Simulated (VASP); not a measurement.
# AgCl (Fm-3m) in VASP: a series of runs

The runs below take AgCl through electric field gradients, with PBE.

Program: VASP 6.6.1. These are calculated values, not measurements. Logs are shortened: lines on timing, memory, paths and dates and some standing lists are left out, and cuts for length are marked.

## 1. The cell of the first run

It takes space group Fm-3m (No. 225, cubic). Conventional cell: a = 5.583 Å, b = 5.583 Å, c = 5.583 Å, α = 90.00°, β = 90.00°, γ = 90.00°. Ag (site symmetry m-3m) has 6 Cl at 2.79 Å within 3.7 Å. Cl (site symmetry m-3m) has 6 Ag at 2.79 Å within 3.7 Å.

## 2. Electric field gradients, PBE (21.75 Å³/atom)

Contents of INCAR:

```
PREC     = Accurate       # precision mode
ENCUT    = 520            # plane-wave cutoff, eV
EDIFF    = 1E-8           # SCF threshold, eV
ISMEAR   = -1             # smearing method
SIGMA    = 0.02           # smearing width, eV
LREAL    = False          # projectors in reciprocal space
LASPH    = True           # aspherical terms in the spheres
NELM     = 60             # most SCF steps
ALGO     = Normal         # electronic algorithm
ISIF     = 2              # what is computed and relaxed
LWAVE    = False          # write WAVECAR
LCHARG   = False          # write CHGCAR
GGA      = PE             # functional
LEFG     = True         
NBANDS   = 16             # bands
```

Contents of KPOINTS:

```
Automatic mesh
0
Gamma
  8 8 8
```

Contents of POSCAR:

```
AgCl
1.0
    0.0000000000      2.7915157670      2.7915157670
    2.7915157670      0.0000000000      2.7915157670
    2.7915157670      2.7915157670      0.0000000000
Ag Cl
1 1
Direct
    0.5000000000      0.5000000000      0.5000000000
    0.0000000000      0.0000000000      0.0000000000
```

Potentials or basis: VASP PAW PBE potentials, release 64 (Ag, Cl).

Command:

```sh
$ cat potpaw_PBE.64/Ag/POTCAR potpaw_PBE.64/Cl/POTCAR > POTCAR
$ mpirun -np 1 vasp_std > vasp.out
```

OUTCAR:

```text
PREC = Accurate
   ENCUT = 520
   EDIFF = 1E-8
   ISMEAR = -1
   LREAL = False
   LASPH = True
   NELM = 60
   ISIF = 2
   GGA = PE

 ion  position               nearest neighbor table
   1  0.500  0.500  0.500-   2 2.79   2 2.79   2 2.79   2 2.79   2 2.79   2 2.79
   2  0.000  0.000  0.000-   1 2.79   1 2.79   1 2.79   1 2.79   1 2.79   1 2.79

  LATTYP: Found a face centered cubic cell.
 ALAT       =     5.5830315340

  Lattice vectors:

 A1 = (   0.0000000000,   2.7915157670,   2.7915157670)
 A2 = (   2.7915157670,   0.0000000000,   2.7915157670)
 A3 = (   2.7915157670,   2.7915157670,   0.0000000000)

Analysis of symmetry for initial positions (statically):
=====================================================================
 Subroutine PRICEL returns:
 Original cell was already a primitive cell.

 Routine SETGRP: Setting up the symmetry group for a
 face centered cubic supercell.

 Subroutine GETGRP returns: Found 48 space group operations
 (whereof 48 operations were pure point group operations)
 out of a pool of 48 trial point group operations.

The static configuration has the point symmetry O_h .

Analysis of symmetry for dynamics (positions and initial velocities):
=====================================================================
 Subroutine PRICEL returns:
 Original cell was already a primitive cell.

 Routine SETGRP: Setting up the symmetry group for a
 face centered cubic supercell.

 Subroutine GETGRP returns: Found 48 space group operations
 (whereof 48 operations were pure point group operations)
 out of a pool of 48 trial point group operations.

The dynamic configuration has the point symmetry O_h .

 Subroutine INISYM returns: Found 48 space group operations
 (whereof 48 operations are pure point group operations),
 and found     1 'primitive' translations

----------------------------------------------------------------------------------------

                                     Primitive cell

  volume of cell :      43.5061

  direct lattice vectors                    reciprocal lattice vectors
     0.000000000  2.791515767  2.791515767    -0.179114159  0.179114159  0.179114159
     2.791515767  0.000000000  2.791515767     0.179114159 -0.179114159  0.179114159
     2.791515767  2.791515767  0.000000000     0.179114159  0.179114159 -0.179114159

  length of vectors
     3.947799457  3.947799457  3.947799457     0.310234824  0.310234824  0.310234824

  position of ions in fractional coordinates (direct lattice)
     0.500000000  0.500000000  0.500000000
     0.000000000  0.000000000  0.000000000

  ion indices of the primitive-cell ions
   primitive index   ion index
                 1           1
                 2           2

----------------------------------------------------------------------------------------

 KPOINTS: Automatic mesh

Automatic generation of k-mesh.
 Grid dimensions read from file:
 generate k-points for:    8    8    8

 Generating k-lattice:

  Cartesian coordinates                     Fractional coordinates (reciprocal lattice)
    -0.022389270  0.022389270  0.022389270     0.125000000  0.000000000  0.000000000
     0.022389270 -0.022389270  0.022389270     0.000000000  0.125000000  0.000000000
     0.022389270  0.022389270 -0.022389270     0.000000000  0.000000000  0.125000000

  Length of vectors
     0.038779353  0.038779353  0.038779353

  Shift w.r.t. Gamma in fractional coordinates (k-lattice)
     0.000000000  0.000000000  0.000000000

 Subroutine IBZKPT returns following result:
 ===========================================

 Found     29 irreducible k-points:

 Following reciprocal coordinates:
            Coordinates               Weight
  0.000000  0.000000  0.000000      1.000000
  0.125000  0.000000  0.000000      8.000000
  0.250000  0.000000  0.000000      8.000000
  0.375000  0.000000  0.000000      8.000000
  0.500000  0.000000  0.000000      4.000000
  0.125000  0.125000  0.000000      6.000000
[... 16 lines left out ...]
  0.500000  0.250000  0.125000     48.000000
 -0.375000  0.250000  0.125000     24.000000
 [... further k-points ...]
   k-points           NKPTS =     29   k-points in BZ     NKDIM =     29   number of bands    NBANDS=     16
   number of dos      NEDOS =    301   number of ions     NIONS =      2
   total plane-waves  NPLWV =  27000
   dimension x,y,z NGX =    30 NGY =   30 NGZ =   30
   dimension x,y,z NGXF=    60 NGYF=   60 NGZF=   60
   ions per type =               1   1
   NGX,Y,Z   is equivalent  to a cutoff of  12.63, 12.63, 12.63 a.u.
   NGXF,Y,Z  is equivalent  to a cutoff of  25.27, 25.27, 25.27 a.u.
 SYSTEM =  unknown system
   PREC   = accura    normal or accurate (medium, high low for compatibility)
   ISTART =      0    job   : 0-new  1-cont  2-samecut
   ICHARG =      2    charge: 1-file 2-atom 10-const
   ISPIN  =      1    spin polarized calculation?
   LNONCOLLINEAR =      F non collinear calculations
   LSORBIT =      F    spin-orbit coupling
   LASPH  =      T    aspherical Exc in radial PAW
   ENCUT  =  520.0 eV  38.22 Ry    6.18 a.u.   7.34  7.34  7.34*2*pi/ulx,y,z
   NELM   =     60;   NELMIN=  2; NELMDL= -5     # of ELM steps
   EDIFF  = 0.1E-07   stopping-criterion for ELM
   LREAL  =      F    real-space projection
   EDIFFG = 0.1E-06   stopping-criterion for IOM
   NSW    =      0    number of steps for IOM
   IBRION =     -1    ionic relax: 0-MD 1-quasi-New 2-CG
   NFREE  =      0    steps in history (QN), initial steepest desc. (CG)
   ISIF   =      2    stress and relaxation
   ISYM   =      2    0-nonsym 1-usesym 2-fastsym
   POTIM  = 0.5000    time-step for ionic-motion
   TEBEG  =    0.0;   TEEND  =   0.0 temperature during run
   PSTRESS=    0.0 pullay stress
   NELECT =      18.0000    total number of electrons
   NUPDOWN=      -1.0000    fix difference up-down
   EMIN   =  10.00;   EMAX   =-10.00  energy-range for DOS
   EFERMI =   0.00;   METHOD = LEGACY
   ISMEAR =    -1;   SIGMA  =   0.02  broadening in eV -4-tet -1-fermi 0-gaus
   EFERMI_NEDOS =   21; number of points for ismear=-14 and -15
   IALGO  =     38    algorithm
   IMIX   =      4    mixing-type and parameters
     AMIX     =   0.40;   BMIX     =  1.00
     AMIX_MAG =   1.60;   BMIX_MAG =  1.00
  volume/ion in A,a.u.               =      21.75       146.80
  Fermi-wavevector in a.u.,A,eV,Ry     =   1.219876  2.305231 20.246785  1.488097
  Thomas-Fermi vector in A             =   2.355113
   LORBIT       =      0    0 simple, 1 ext, 2 COOP (PROOUT), +10 PAW based schemes
   GGA     = PE    functional components
   LHFCALC =     F    Hartree Fock is set to
   AEXX    =    0.0000 exact exchange contribution
   IVDW    =     0    specifies the selected vdW correction
   LEPSILON=     F    determine dielectric tensor
   LRPA    =     F    only Hartree local field effects (RPA)
 non-spin polarized calculation
  energy-cutoff  :      520.00
  volume of cell :       43.51
 maximum number of plane-waves:      1211
 NGX is ok and might be reduce to    30
   NGX = 15   NGY = 15   NGZ = 15

 number of electron      18.0000000 magnetization

 Free energy of the ion-electron system (eV)
  ---------------------------------------------------
  ext. energy  EPLUGINS =         0.00000000
  ---------------------------------------------------
  free energy    TOTEN  =        -5.40009972 eV

  energy without entropy =       -5.40009972  energy(sigma->0) =       -5.40009972

 E-fermi :   4.0473     XC(G=0):  -9.8616

 val. band max:        3.5685617981   @ k =   0.5000   0.0000   0.0000
 cond. band min:       4.4833909540   @ k =   0.0000   0.0000   0.0000
 fundamental gap:      0.9148291559
 Fermi energy:         4.0473159890

 k-point     1 :       0.0000    0.0000    0.0000
  band No.  band energies     occupation
      1     -11.4484      2.00000
      2       1.2074      2.00000
      3       1.2074      2.00000
      4       1.2074      2.00000
      5       1.2473      2.00000
      6       1.2473      2.00000
[... 8 lines left out ...]
     15      16.7682      0.00000
     16      16.7682      0.00000
[... 419 lines left out ...]
 k-point    24 :      -0.3750    0.2500    0.1250
  band No.  band energies     occupation
      1     -11.0087      2.00000
      2      -1.1008      2.00000
      3      -0.3857      2.00000
      4      -0.3458      2.00000
      5       1.4935      2.00000
      6       1.5583      2.00000
[... 8 lines left out ...]
     15      17.0251      0.00000
     16      18.4769      0.00000

 [... further k-points ...]

------------------------ aborting loop because EDIFF is reached ----------------------------------------

  FORCE on cell =-STRESS in cart. coord.  units (eV):
  Direction    XX          YY          ZZ          XY          YZ          ZX
  --------------------------------------------------------------------------------------
  -------------------------------------------------------------------------------------
  Total        0.1451231      0.1451231      0.1451231      0.0000000      0.0000000      0.0000000
  in kB        5.3443756      5.3443756      5.3443756      0.0000000      0.0000000      0.0000000
  external PRESSURE =       5.3443756 kB  Pullay stress =       0.0000000 kB

 VOLUME and BASIS-vectors are now :
 -----------------------------------------------------------------------------
  energy-cutoff  :      520.00
  volume of cell :       43.51
      direct lattice vectors                 reciprocal lattice vectors
     0.000000000  2.791515767  2.791515767    -0.179114159  0.179114159  0.179114159
     2.791515767  0.000000000  2.791515767     0.179114159 -0.179114159  0.179114159
     2.791515767  2.791515767  0.000000000     0.179114159  0.179114159 -0.179114159

 POSITION                                       TOTAL-FORCE (eV/Angst)
 -----------------------------------------------------------------------------------
      2.79152      2.79152      2.79152        -0.000000      0.000000     -0.000000
      0.00000      0.00000      0.00000         0.000000     -0.000000      0.000000
 -----------------------------------------------------------------------------------
    total drift:                                0.000000      0.000000      0.000000

  FREE ENERGIE OF THE ION-ELECTRON SYSTEM (eV)
  ---------------------------------------------------
  free  energy   TOTEN  =        -5.4000997229 eV

  energy  without entropy=       -5.4000997229  energy(sigma->0) =       -5.40009972

 Electric field gradients (V/A^2)
---------------------------------------------------------------------
 ion       V_xx      V_yy      V_zz      V_xy      V_xz      V_yz
---------------------------------------------------------------------
   1      -0.000     0.000     0.000     0.000     0.000     0.000
   2      -0.000     0.000     0.000    -0.000    -0.000    -0.000
---------------------------------------------------------------------

 Electric field gradients after diagonalization (V/A^2)
 (convention: |V_zz| > |V_xx| > |V_yy|)
----------------------------------------------------------------------
 ion       V_xx      V_yy      V_zz     asymmetry (V_yy - V_xx)/ V_zz
----------------------------------------------------------------------
   1      -0.000    -0.000     0.000       0.000
   2       0.000     0.000    -0.001       0.000
----------------------------------------------------------------------

           NMR quadrupolar parameters

 Cq : quadrupolar parameter    Cq=e*Q*V_zz/h
 eta: asymmetry parameters     (V_yy - V_xx)/ V_zz
 Q  : nuclear electric quadrupole moment in mb (millibarn)
----------------------------------------------------------------------
 ion       Cq(MHz)       eta       Q (mb)
----------------------------------------------------------------------
   1       0.000       0.000       1.000
   2      -0.000       0.000       1.000
----------------------------------------------------------------------
```

It took 39 s on 1 thread of Intel Xeon 8259CL, shared host; peak memory 0.17 GiB.

Results:

```
Free energy                             : -5.4001 eV
Pressure                                : 0.5 GPa
Band gap on the k mesh                  : 0.91 eV (least direct gap 3.12 eV)
Largest electric field gradient by atom : zero within the noise of the run
```

(Continued in part 2 of 2.)
